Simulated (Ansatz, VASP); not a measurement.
ZnS: VASP beside Ansatz

```
Zn S
1.0
     3.80874    0.00000    0.00000
    -1.90437    3.29846    0.00000
     0.00000    0.00000   12.46647
Zn S
4 4
Direct
  0.00000 0.00000 0.00011
  0.00000 0.00000 0.50011
  0.33333 0.66667 0.25007
  0.66667 0.33333 0.75007
  0.00000 0.00000 0.18724
  0.00000 0.00000 0.68724
  0.33333 0.66667 0.43758
  0.66667 0.33333 0.93758
```

Alike in both runs: functional r2SCAN; k mesh 6 × 6 × 2; occupations gaussian, width 0.02 eV; no spin polarisation.

Ansatz relaxed the structure, and its values are those at the end. VASP's run is a single point on that final structure, the one shown.

|  | VASP | Ansatz |
| --- | --- | --- |
| version | VASP 6.6.1 | Ansatz 0.2.0 |
| potentials or method | VASP PAW PBE potentials, release 64 (Zn, S), cutoff 520 eV | scalar-relativistic, plane waves, PAW |
| valence electrons in the cell | 72 | 72 |

Ansatz gave:

| Quantity | Value |
| --- | --- |
| gap on the k mesh at the Fermi level (eV) | 2.74 |
| least direct gap on the mesh (eV) | 2.74 |
| pressure (GPa) | 0.0 |
| rms of the force components (eV/Å) | 0.000 |

Problem. Estimate VASP's values.

Solution. gap on the k mesh at the Fermi level (eV): 2.75; least direct gap on the mesh (eV): 2.75; pressure (GPa): 0.0; rms of the force components (eV/Å): 0.004.

VASP's potentials were made for PBE, not for r2SCAN. The functional is the same, so the differences come from potentials, cutoffs and numerics.
